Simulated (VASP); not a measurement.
A run of VASP 6.6.1:

POSCAR

```
BP
1.0
    0.0000000000      2.0789946821      2.7026930868
    2.0789946821      0.0000000000      2.7026930868
    2.0789946821      2.0789946821      0.0000000000
B P
1 1
Direct
    0.0000000000      0.0000000000      0.0000000000
    0.7500000000      0.7500000000      0.7500000000
```

The input INCAR.step1:

```
PREC     = Accurate       # precision mode
ENCUT    = 520            # plane-wave cutoff, eV
ISMEAR   = 0              # smearing method
SIGMA    = 0.05           # smearing width, eV
LREAL    = False          # projectors in reciprocal space
LASPH    = True           # aspherical terms in the spheres
NELM     = 60             # most SCF steps
NBANDS   = 11             # bands
GGA      = PE             # functional
ALGO     = Normal         # electronic algorithm
EDIFF    = 1E-4           # SCF threshold, eV
LWAVE    = True           # write WAVECAR
LCHARG   = False          # write CHGCAR
```

The input INCAR.step2:

```
PREC     = Accurate       # precision mode
ENCUT    = 520            # plane-wave cutoff, eV
EDIFF    = 1E-6           # SCF threshold, eV
ISMEAR   = 0              # smearing method
SIGMA    = 0.05           # smearing width, eV
LREAL    = False          # projectors in reciprocal space
LASPH    = True           # aspherical terms in the spheres
NELM     = 60             # most SCF steps
ALGO     = Normal         # electronic algorithm
ISIF     = 2              # what is computed and relaxed
LWAVE    = False          # write WAVECAR
LCHARG   = False          # write CHGCAR
METAGGA  = R2SCAN         # meta-GGA
LMIXTAU  = True         
NBANDS   = 11             # bands
ISTART   = 1
```

The input KPOINTS:

```
regular mesh
0
Gamma
  8 8 8
```

Potentials or basis: VASP PAW PBE potentials, release 64 (B, P).

Launch:

```sh
$ cat potpaw_PBE.64/B/POTCAR potpaw_PBE.64/P/POTCAR > POTCAR
$ cp INCAR.step1 INCAR
$ mpirun -np 1 vasp_std > vasp.out
$ cp INCAR.step2 INCAR
$ mpirun -np 1 vasp_std > vasp.out
```

Hardware: 1 thread of Intel(R) Xeon(R) Platinum 8259CL CPU @ 2.50GHz (Skylake/Cascade Lake) (shared host).

Q: Estimate the wall time of this run.

A: It took 55 s on 1 thread of Intel(R) Xeon(R) Platinum 8259CL CPU @ 2.50GHz (Skylake/Cascade Lake) (shared host), peak memory 0.15 GiB. Counts: k points 59.
